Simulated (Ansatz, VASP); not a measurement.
## One calculation of InSb, two programs

```xyz
2
Lattice="3.0767 0.0000 0.0000 0.0000 3.0767 0.0000 0.0000 0.0000 6.2155" Properties=species:S:1:pos:R:3 pbc="T T T"
In    0.0000    0.0000    0.0000
Sb    0.0000    0.0000    3.1077
```

Alike in both runs: task single point; functional PBE; k mesh 14 × 14 × 8; occupations methfessel-paxton of order 1, width 0.01 eV; no spin polarisation.

```csv
,VASP,Ansatz
version,VASP 6.6.1,Ansatz 0.2.0
potentials or method,"VASP PAW PBE potentials, release 64 (In_d, Sb), cutoff 520 eV","scalar-relativistic, plane waves, PAW"
valence electrons in the cell,18,28
```

```tsv
	VASP	Ansatz	Ansatz less VASP
gap on the k mesh at the Fermi level (eV)	none	none	-
pressure (GPa)	0.5	0.5	+0.03
traceless stress, the component that is largest in VASP (GPa)	-0.09	-0.08	+0.009
```

A gap of «none» marks a metal or a gap that the smearing closes. With one functional, cell and mesh, what is left measures potentials, basis and numerics. VASP's potentials hold 18 valence electrons a cell and Ansatz's 28, so a difference there can come from the potentials and not from the codes.

Spin-orbit coupling is off throughout.
